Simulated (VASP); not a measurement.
# CuSi16 (a cell with a defect) in VASP: single point with PBEsol

Aim: the single point of CuSi16 (a cell with a defect) with PBEsol.

All numbers are computed with VASP 6.6.1; they aren't measurements. Logs are shortened: lines on timing, memory, paths and dates and some standing lists are left out, and cuts for length are marked.

### 1 The cell of the first run

The cell holds a defect, 17 atoms: a = 7.679 Å, b = 7.679 Å, c = 7.679 Å, α = 60.00°, β = 60.00°, γ = 60.00°.

### 2 Single point, PBEsol

The input, INCAR:

```
  PREC = Accurate
  ENCUT = 520
  EDIFF = 1E-6
  ISMEAR = -1
  SIGMA = 0.02
  LREAL = Auto
  LASPH = T
  NELM = 60
  ALGO = Normal
  ISIF = 2
  LWAVE = F
  LCHARG = T
  GGA = PS
  LELF = T
  LVHAR = T
  NELECT = 74.0
  NBANDS = 52
```

The input, KPOINTS:

```
regular mesh
0
Gamma
  2 2 2
```

The input, POSCAR:

```
CuSi16
1.0
    0.0000000000      5.4300000000      5.4300000000
    5.4300000000      0.0000000000      5.4300000000
    5.4300000000      5.4300000000      0.0000000000
Si Cu
16 1
Direct
    0.0160684162     -0.0437982505      0.0171571823
    0.1202348066      0.1180342541      0.1205537753
   -0.0169651013      0.0005649171      0.5112711786
    0.1162876611      0.1168465930      0.6454499079
   -0.0017825967      0.4893700737     -0.0014192449
    0.1371050645      0.5839923573      0.1377089319
    0.0018419890      0.4879955801      0.5106038674
    0.1171746777      0.6295905157      0.6254496317
    0.5109967772      0.0014442910     -0.0187741252
    0.6452601289      0.1174383978      0.1160310313
    0.5055674954     -0.0004280847      0.5076986188
    0.6114991713      0.1609720994      0.6100829650
    0.5103477901      0.4881851750      0.0021962247
    0.6249412523      0.6306626151      0.1168189687
    0.4902658379      0.5330058011      0.4900481584
    0.6285779926      0.6281798343      0.6290465009
    0.3133360037      0.0627221915      0.3112284530
```

Potentials or basis: VASP PAW PBE potentials, release 64 (Si, Cu).

Started as:

```console
$ cat potpaw_PBE.64/Si/POTCAR potpaw_PBE.64/Cu/POTCAR > POTCAR
$ mpirun -np 1 vasp_std > vasp.out
```

OUTCAR:

```text
PREC = Accurate
   ENCUT = 520
   EDIFF = 1E-6
   ISMEAR = -1
   LREAL = Auto
   LASPH = T
   NELM = 60
   ISIF = 2
   GGA = PS
   NELECT = 74.0

 ion  position               nearest neighbor table
   1  0.016  0.956  0.017-   2 2.33   6 2.33  10 2.34   4 2.34
   2  0.120  0.118  0.121-   5 2.33   1 2.33  17 2.33   3 2.45   9 2.45
   3  0.983  0.001  0.511-   8 2.33  12 2.34  17 2.37   4 2.41   2 2.45
   4  0.116  0.117  0.645-   7 2.33   1 2.34  17 2.37   3 2.41  11 2.44
   5  0.998  0.489  0.999-   2 2.33   8 2.34  14 2.34   6 2.34
   6  0.137  0.584  0.138-   1 2.33   5 2.34   7 2.35  13 2.35
   7  0.002  0.488  0.511-   4 2.33   8 2.33  16 2.34   6 2.35
   8  0.117  0.630  0.625-   3 2.33   7 2.33   5 2.34  15 2.35
   9  0.511  0.001  0.981-  14 2.33  12 2.34  17 2.36  10 2.42   2 2.45
  10  0.645  0.117  0.116-  13 2.33   1 2.34  17 2.35   9 2.42  11 2.46
  11  0.506  1.000  0.508-  16 2.33  12 2.33  17 2.34   4 2.44  10 2.46
  12  0.611  0.161  0.610-  11 2.33  15 2.33   9 2.34   3 2.34
  13  0.510  0.488  0.002-  10 2.33  14 2.33  16 2.34   6 2.35
  14  0.625  0.631  0.117-   9 2.33  13 2.33   5 2.34  15 2.35
  15  0.490  0.533  0.490-  12 2.33  16 2.34   8 2.35  14 2.35
  16  0.629  0.628  0.629-  11 2.33  13 2.34   7 2.34  15 2.34
  17  0.313  0.063  0.311-   2 2.33  11 2.34  10 2.35   9 2.36   3 2.37   4 2.37

  LATTYP: Found a face centered cubic cell.
 ALAT       =    10.8600000000

  Lattice vectors:

 A1 = (   0.0000000000,   5.4300000000,   5.4300000000)
 A2 = (   5.4300000000,   0.0000000000,   5.4300000000)
 A3 = (   5.4300000000,   5.4300000000,   0.0000000000)

Analysis of symmetry for initial positions (statically):
=====================================================================
 Subroutine PRICEL returns:
 Original cell was already a primitive cell.

 Routine SETGRP: Setting up the symmetry group for a
 face centered cubic supercell.

 Subroutine GETGRP returns: Found  1 space group operations
 (whereof  1 operations were pure point group operations)
 out of a pool of 48 trial point group operations.

The static configuration has the point symmetry C_1 .

Analysis of symmetry for dynamics (positions and initial velocities):
=====================================================================
 Subroutine PRICEL returns:
 Original cell was already a primitive cell.

 Routine SETGRP: Setting up the symmetry group for a
 face centered cubic supercell.

 Subroutine GETGRP returns: Found  1 space group operations
 (whereof  1 operations were pure point group operations)
[... 121 lines left out ...]
   ISIF   =      2    stress and relaxation
   ISYM   =      2    0-nonsym 1-usesym 2-fastsym
   POTIM  = 0.5000    time-step for ionic-motion
   TEBEG  =    0.0;   TEEND  =   0.0 temperature during run
   PSTRESS=    0.0 pullay stress
   NELECT =      74.0000    total number of electrons
   NUPDOWN=      -1.0000    fix difference up-down
   EMIN   =  10.00;   EMAX   =-10.00  energy-range for DOS
   EFERMI =   0.00;   METHOD = LEGACY
   ISMEAR =    -1;   SIGMA  =   0.02  broadening in eV -4-tet -1-fermi 0-gaus
   EFERMI_NEDOS =   21; number of points for ismear=-14 and -15
   IALGO  =     38    algorithm
   IMIX   =      4    mixing-type and parameters
     AMIX     =   0.40;   BMIX     =  1.00
     AMIX_MAG =   1.60;   BMIX_MAG =  1.00
  volume/ion in A,a.u.               =      18.84       127.11
  Fermi-wavevector in a.u.,A,eV,Ry     =   1.004636  1.898488 13.732283  1.009294
  Thomas-Fermi vector in A             =   2.137265
   LORBIT       =      0    0 simple, 1 ext, 2 COOP (PROOUT), +10 PAW based schemes
   GGA     = PS    functional components
   LHFCALC =     F    Hartree Fock is set to
   AEXX    =    0.0000 exact exchange contribution
   IVDW    =     0    specifies the selected vdW correction
   LEPSILON=     F    determine dielectric tensor
   LRPA    =     F    only Hartree local field effects (RPA)
 non-spin polarized calculation
  energy-cutoff  :      520.00
  volume of cell :      320.21
 maximum number of plane-waves:      8646
 NGX is ok and might be reduce to    60
   NGX = 29   NGY = 29   NGZ = 29

 number of electron      73.9999995 magnetization

 Free energy of the ion-electron system (eV)
  ---------------------------------------------------
  ext. energy  EPLUGINS =         0.00000000
  ---------------------------------------------------
  free energy    TOTEN  =      -100.06194316 eV

  energy without entropy =     -100.06045014  energy(sigma->0) =     -100.06119665

 E-fermi :   6.3208     XC(G=0):  -9.7624

 val. band max:        6.2532633107   @ k =   0.0000   0.0000   0.0000
 cond. band min:       6.3887283888   @ k =   0.0000   0.0000   0.0000
 fundamental gap:      0.1354650782
 Fermi energy:         6.3208016038

 k-point     1 :       0.0000    0.0000    0.0000
  band No.  band energies     occupation
      1      -5.9779      2.00000
      2      -3.6159      2.00000
      3      -3.5801      2.00000
      4      -3.5490      2.00000
      5      -3.5156      2.00000
      6      -2.0102      2.00000
[... 405 lines left out ...]
     48      10.2992      0.00000
     49      10.3305      0.00000
 [bands above 49 left out]

------------------------ aborting loop because EDIFF is reached ----------------------------------------

  FORCE on cell =-STRESS in cart. coord.  units (eV):
  Direction    XX          YY          ZZ          XY          YZ          ZX
  --------------------------------------------------------------------------------------
  -------------------------------------------------------------------------------------
  Total       -5.1802811     -5.0294158     -5.1725052     -0.2622536     -0.2463073      1.1618983
  in kB      -25.9199658    -25.1650988    -25.8810585     -1.3122076     -1.2324192      5.8136546
  external PRESSURE =     -25.6553744 kB  Pullay stress =       0.0000000 kB

 VOLUME and BASIS-vectors are now :
 -----------------------------------------------------------------------------
  energy-cutoff  :      520.00
  volume of cell :      320.21
      direct lattice vectors                 reciprocal lattice vectors
     0.000000000  5.430000000  5.430000000    -0.092081031  0.092081031  0.092081031
     5.430000000  0.000000000  5.430000000     0.092081031 -0.092081031  0.092081031
     5.430000000  5.430000000  0.000000000     0.092081031  0.092081031 -0.092081031

 POSITION                                       TOTAL-FORCE (eV/Angst)
 -----------------------------------------------------------------------------------
      5.28534      0.18041      5.27943        -0.009113     -0.010389      0.024164
      1.29553      1.30748      1.29380        -0.018332      0.011244     -0.004058
      2.77927      8.11408      5.34095        -0.002504     -0.031609     -0.016212
      4.13927      4.13623      1.26592         0.030139      0.012180     -0.015266
      8.07957     10.84261      8.07760         0.007998     -0.003692      0.000316
      3.91884      1.49224      3.91556        -0.009813     -0.003736      0.006284
[... 9 lines left out ...]
      6.82674      6.82890      6.82420         0.000112      0.003839      0.001810
      2.03055      3.39138      2.04200         0.029187      0.002317     -0.019379
 -----------------------------------------------------------------------------------
    total drift:                                0.002097     -0.008282      0.004595

  FREE ENERGIE OF THE ION-ELECTRON SYSTEM (eV)
  ---------------------------------------------------
  free  energy   TOTEN  =      -100.0619431583 eV

  energy  without entropy=     -100.0604501393  energy(sigma->0) =     -100.06119665
```

OSZICAR:

```text
N       E                     dE             d eps       ncg     rms          rms(c)
DAV:   1     0.322032080513E+03    0.32203E+03   -0.27601E+04   832   0.123E+03
DAV:   2    -0.630896124634E+02   -0.38512E+03   -0.35962E+03   876   0.242E+02
DAV:   3    -0.102222299364E+03   -0.39133E+02   -0.36921E+02  1084   0.781E+01
[... 11 lines left out ...]
DAV:  15    -0.100061960712E+03    0.46329E-03   -0.21864E-03  1324   0.749E-01    0.750E-02
DAV:  16    -0.100061968698E+03   -0.79863E-05   -0.40185E-04  1256   0.762E-02    0.391E-02
DAV:  17    -0.100061944836E+03    0.23862E-04   -0.57551E-05  1420   0.131E-01    0.163E-02
DAV:  18    -0.100061942916E+03    0.19202E-05   -0.29694E-05  1304   0.638E-02    0.736E-03
DAV:  19    -0.100061943158E+03   -0.24218E-06   -0.25742E-06   780   0.517E-03
   1 F= -.10006194E+03 E0= -.10006120E+03  d E =-.149302E-02
```

stdout:

```text
POSCAR found type information on POSCAR SiCu
 POSCAR found :  2 types and      17 ions
 scaLAPACK will be used
 -----------------------------------------------------------------------------
|                                                                             |
|                                                                             |
|     You enforced a specific xc type in the INCAR file but a different       |
|     I HOPE YOU KNOW WHAT YOU ARE DOING!                                     |
|                                                                             |
 -----------------------------------------------------------------------------

 LDA part: xc-table for (Slater+PW92), standard interpolation
 POSCAR, INCAR and KPOINTS ok, starting setup
 FFT: planning ... GRIDC
 FFT: planning ... GRID_SOFT
 FFT: planning ... GRID
 WAVECAR not read
 entering main loop
 the old and the new charge density differ
 old charge density:    75.00000 new   74.00000
    0.222E+01
```

Run time: 11 min. Hardware: 1 thread of Intel Xeon 8259CL, shared host; peak memory 0.5 GiB.

What came out:

```
Free energy   : -100.0619 eV
Largest force : 0.052 eV/Å
```

Forces on the atoms (eV/Å):
```
Si  -0.009 -0.010  0.024
Si  -0.018  0.011 -0.004
Si  -0.003 -0.032 -0.016
Si   0.030  0.012 -0.015
Si   0.008 -0.004  0.000
Si  -0.010 -0.004  0.006
Si   0.002  0.010 -0.006
Si   0.000 -0.010 -0.001
Si   0.017  0.005  0.012
Si  -0.010  0.008 -0.026
Si  -0.020  0.006  0.048
Si  -0.020  0.008 -0.008
Si   0.010 -0.005  0.000
Si  -0.012  0.001 -0.003
Si   0.004 -0.003  0.007
Si   0.000  0.004  0.002
Cu   0.029  0.002 -0.019
```

Caveat: the k points lie up to 0.50 Å⁻¹ apart; the cell carries a net charge on a neutralising background, which shifts energy and pressure; the cell is charged against a uniform background, so pressure and absolute levels hang on convention; the PAW data sets were made with another functional, which shifts forces and pressure a little.
